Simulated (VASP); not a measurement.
Write the native input for VASP 6.6.1 that does the following.

- Task: single point
- Functional: PBE
- Potentials or basis: VASP PAW PBE potentials, release 64 (Pb_d)
- Cutoff: 520 eV
- k mesh: 14 × 14 × 14
- Occupations: gaussian, width 0.1 eV
- Spin: no spin polarisation
- Dipole correction: no
- Further INCAR settings: ALGO = Normal; EDIFF = 1e-06; NBANDS = 13

The structure of Pb lies in POSCAR:

```
Pb
1.0
    0.0000000000      2.5209979027      2.5209979027
    2.5209979027      0.0000000000      2.5209979027
    2.5209979027      2.5209979027      0.0000000000
Pb
1
Direct
    0.0000000000      0.0000000000      0.0000000000
```

The input as run:

INCAR

```
PREC = Accurate
ENCUT = 520
EDIFF = 1E-6
ISMEAR = 0
SIGMA = 0.1
LREAL = F
LASPH = T
NELM = 60
ALGO = Normal
ISIF = 2
LWAVE = F
LCHARG = F
GGA = PE
NBANDS = 13
```

KPOINTS

```
Automatic mesh
0
Gamma
  14 14 14
```

Potentials or basis: VASP PAW PBE potentials, release 64 (Pb_d).

Launch:

```console
$ cat potpaw_PBE.64/Pb_d/POTCAR > POTCAR
$ mpirun -np 1 vasp_std > vasp.out
```

Results of the run:

```json
{
 "Pressure": "-0.1 GPa",
 "Band gap on the k mesh": "zero (band 7 reaches 13.67 eV, above the bottom of band 8 at 5.23 eV)"
}
```

Caveat: spin-orbit coupling is left out, which moves the levels of the heavy elements.

It took 17 s on 1 thread of Intel(R) Xeon(R) 6975P-C (Granite Rapids), on a shared host, peak memory 0.17 GiB.
